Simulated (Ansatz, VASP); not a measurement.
## One calculation of Re, two programs

The input INCAR:

```
SYSTEM = Re
ALGO     = Normal         ! electronic algorithm
EDIFF    = 1E-7           ! SCF threshold, eV
EDIFFG   = -0.005         ! ionic threshold
ENCUT    = 500            ! plane-wave cutoff, eV
GGA      = PE             ! functional
GGA_COMPAT= .False.      
IBRION   = 2              ! ionic algorithm
ISIF     = 3              ! what is computed and relaxed
ISMEAR   = -1             ! smearing method
LASPH    = .True.         ! aspherical terms in the spheres
LCHARG   = .False.        ! write CHGCAR
LREAL    = .False.        ! projectors in reciprocal space
LWAVE    = .False.        ! write WAVECAR
NELM     = 120            ! most SCF steps
NELMIN   = 4            
NSW      = 60             ! ionic steps
PREC     = Accurate       ! precision mode
SIGMA    = 0.08           ! smearing width, eV
```

The input KPOINTS:

```
k-points
0
Gamma
  15 15 15
  0 0 0
```

The input POSCAR:

```
Re
1.0
    2.5277651634      0.0000000000      0.0000000000
    0.0000000000      2.5277651634      0.0000000000
    0.0000000000      0.0000000000      2.5277651634
Re
1
Direct
    0.0000000000      0.0000000000      0.0000000000
```

Input for Ansatz:

```yaml
crystal:
  lattice:
    - [2.5277651634, 0.0, 0.0]
    - [0.0, 2.5277651634, 0.0]
    - [0.0, 0.0, 2.5277651634]
  atoms:
    - { symbol: Re, position: [0.0, 0.0, 0.0] }
kpoints:
  mp_grid: { grid: [15, 15, 15] }
scf:
  occupations: { method: fermi_dirac, width: 0.08 }
hamiltonian:
  xc: pbe
  pseudopotentials: { kind: paw }
output:
  forces: true
  stress: true
relax:
  f_tol: 0.005
  max_steps: 40
  cell: {}
```

Alike in both runs: task relaxation of cell and atoms; functional PBE; k mesh 15 × 15 × 15; occupations fermi-dirac, width 0.08 eV; no spin polarisation.

```csv
,VASP,Ansatz
version,VASP 6.6.1,Ansatz 0.2.0
potentials or method,"VASP PAW PBE potentials, release 64 (Re_sv_GW)","PAW with Ansatz's default frozen-core files, scalar-relativistic"
plane-wave cutoff (eV),500,420
valence electrons in the cell,15,15
```

|  | VASP | Ansatz | Ansatz less VASP |
| --- | --- | --- | --- |
| relaxed volume (Å³/atom) | 17.00 | 17.14 | +0.142 |
| relaxed cell length with the largest relative difference (Å) | 2.571 | 2.578 | +0.0071 |

Spin-orbit coupling is off throughout.
